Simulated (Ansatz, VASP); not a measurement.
# Two plane-wave programs on Te2Mo

```
Te Mo
1.0
     3.60129    0.00000    0.00000
    -1.80065    3.11881    0.00000
     0.00000    0.00000   13.70084
Te Mo
4 2
Direct
  0.33333 0.66667 0.61734
  0.66667 0.33333 0.11734
  0.33333 0.66667 0.88266
  0.66667 0.33333 0.38266
  0.33333 0.66667 0.25000
  0.66667 0.33333 0.75000
```

Alike in both runs: task single point; functional PBE; dispersion D3(BJ); k mesh 12 × 12 × 2; occupations gaussian, width 0.05 eV; no spin polarisation.

|  | VASP | Ansatz |
| --- | --- | --- |
| version | VASP 6.6.1 | Ansatz 0.2.0 |
| potentials or method | VASP PAW PBE potentials, release 64 (Te, Mo_sv), cutoff 520 eV | scalar-relativistic, plane waves, PAW |
| valence electrons in the cell | 52 | 92 |

```tsv
	VASP	Ansatz	Ansatz less VASP
gap on the k mesh at the Fermi level (eV)	0.58	0.59	+0.006
pressure (GPa)	-5.0	-5.0	+0.01
traceless stress, the component that is largest in VASP (GPa)	1.10	1.06	-0.040
rms of the force components (eV/Å)	0.221	0.228	+0.0065
```

Atom by atom the forces differ by 0.007 eV/Å (rms over components). VASP's potentials hold 52 valence electrons a cell and Ansatz's 92, so a difference there can come from the potentials and not from the codes.

Spin-orbit coupling is off throughout.
